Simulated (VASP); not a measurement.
Write the native input for VASP 6.6.1 that does the following.

```
Task                   : single point
Functional             : PBE
Potentials or basis    : VASP PAW PBE potentials, release 64 (Rh_pv)
Cutoff                 : 520 eV
k mesh                 : 6 × 6 × 1
Occupations            : gaussian, width 0.1 eV
Spin                   : no spin polarisation
Dipole correction      : yes
Further INCAR settings : LREAL = Auto; ALGO = Normal; EDIFF = 1e-06; NBANDS = 134
```

The structure of Rh lies in POSCAR:

```
Rh
1.0
    5.4164069174      0.0000000000      0.0000000000
   -2.7082034587      4.6907459877      0.0000000000
    0.0000000000      0.0000000000     23.6337165935
Rh
16
Direct
    0.3333333333      0.1666666667      0.3596556626
    0.3333333333      0.6666666667      0.3596556626
    0.8333333333      0.1666666667      0.3596556626
    0.8333333333      0.6666666667      0.3596556626
    0.6666666667      0.3333333333      0.4532185542
    0.6666666667      0.8333333333      0.4532185542
    0.1666666667      0.3333333333      0.4532185542
    0.1666666667      0.8333333333      0.4532185542
    0.0000000000      0.5000000000      0.5448168053
    0.0000000000      0.0000000000      0.5448168053
    0.5000000000      0.5000000000      0.5448168053
    0.5000000000      0.0000000000      0.5448168053
    0.3333333333      0.6666666667      0.6369289824
    0.3333333333      0.1666666667      0.6369289824
    0.8333333333      0.6666666667      0.6369289824
    0.8333333333      0.1666666667      0.6369289824
```

These files were run (other wordings do the same):

INCAR

```
  ALGO = Normal
  DIPOL = 0.5 0.5 0.499
  EDIFF = 1E-6
  ENCUT = 520
  GGA = PE
  IDIPOL = 3
  ISIF = 2
  ISMEAR = 0
  LASPH = T
  LCHARG = T
  LDIPOL = T
  LELF = T
  LREAL = Auto
  LVACPOTAV = T
  LVHAR = T
  LWAVE = F
  NBANDS = 134
  NELM = 60
  PREC = Accurate
  SIGMA = 0.1
```

KPOINTS

```
k-points
0
Gamma
  6 6 1
```

Potentials or basis: VASP PAW PBE potentials, release 64 (Rh_pv).

Command:

```sh
$ cat potpaw_PBE.64/Rh_pv/POTCAR > POTCAR
$ mpirun -np 1 vasp_std > vasp.out
```

It gave:

| Property | Result |
| --- | --- |
| Largest force | 0.251 eV/Å |
| Band gap on the k mesh | zero (band 120 reaches 1.57 eV, above the bottom of band 121 at 0.61 eV) |

It took 13 min on 1 thread of Intel(R) Xeon(R) 6975P-C (Granite Rapids), on a shared host, peak memory 0.77 GiB.
